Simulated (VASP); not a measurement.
Write the native input for VASP 6.6.1 that does the following.

| Item | Value |
| --- | --- |
| Task | single point |
| Functional | PBE |
| Potentials or basis | VASP PAW PBE potentials, release 64 (Sc_sv, Al) |
| Cutoff | 520 eV |
| k mesh | 6 × 6 × 6 |
| Occupations | fermi-dirac, width 0.1 eV |
| Spin | no spin polarisation |
| Dipole correction | no |
| Further INCAR settings | ALGO = Normal; EDIFF = 1e-06; NBANDS = 18 |

The structure of ScAl3 lies in POSCAR:

```
ScAl3
1.0
    3.9467338497      0.0000000000      0.0000000000
    0.0000000000      3.9467338497      0.0000000000
    0.0000000000      0.0000000000      3.9467338497
Sc Al
1 3
Direct
    0.0000000000      0.0000000000      0.0000000000
    0.5000000000      0.0000000000      0.5000000000
    0.0000000000      0.5000000000      0.5000000000
    0.5000000000      0.5000000000      0.0000000000
```

These files were run (other wordings do the same):

INCAR

```
PREC = Accurate ; ENCUT = 520
EDIFF = 1E-6 ; ISMEAR = -1
SIGMA = 0.1 ; LREAL = F
LASPH = T ; NELM = 80
ALGO = Normal ; ISIF = 2
LWAVE = F ; LCHARG = T
GGA = PE ; LELF = T
LVHAR = T ; NBANDS = 18
```

KPOINTS

```
Automatic mesh
0
Gamma
  6 6 6
```

Potentials or basis: VASP PAW PBE potentials, release 64 (Sc_sv, Al).

Launch:

```console
$ cat potpaw_PBE.64/Sc_sv/POTCAR potpaw_PBE.64/Al/POTCAR > POTCAR
$ mpirun -np 1 vasp_std > vasp.out
```

It gave:

```json
{"Pressure": "13.1 GPa", "Band gap on the k mesh": "zero (bands 10 and 11 overlap by 4.22 eV)"}
```

Caveat: the cell stands under pressure.

Run time: 26 s on 1 thread of Intel Xeon 8259CL (shared host), peak memory 0.17 GiB.
